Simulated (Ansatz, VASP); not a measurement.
Two plane-wave programs on MgB2

```
Mg B
1.0
     3.08500    0.00000    0.00000
    -1.54250    2.67169    0.00000
     0.00000    0.00000    3.52300
Mg B
1 2
Direct
  0.99347 0.99912 0.00064
  0.34487 0.67363 0.50382
  0.66982 0.32835 0.49474
```

Alike in both runs: task single point; functional PBE; k mesh 5 × 5 × 4; no spin polarisation.

```csv
,VASP,Ansatz
version,VASP 6.6.1,Ansatz 0.2.0
potentials or method,"VASP PAW PBE potentials, release 64 (Mg, B)","plane waves, PAW"
plane-wave cutoff (eV),600,420
occupations,"fermi-dirac, width 0.1 eV",fermi-dirac
valence electrons in the cell,8,16
```

|  | VASP | Ansatz | Ansatz less VASP |
| --- | --- | --- | --- |
| rms of the force components (eV/Å) | 0.242 | 0.241 | -0.0014 |

Atom by atom the forces differ by 0.002 eV/Å (rms over components). VASP's potentials hold 8 valence electrons a cell and Ansatz's 16, so a difference there can come from the potentials and not from the codes.

The k mesh is coarse, so the values compare programs but aren't converged.
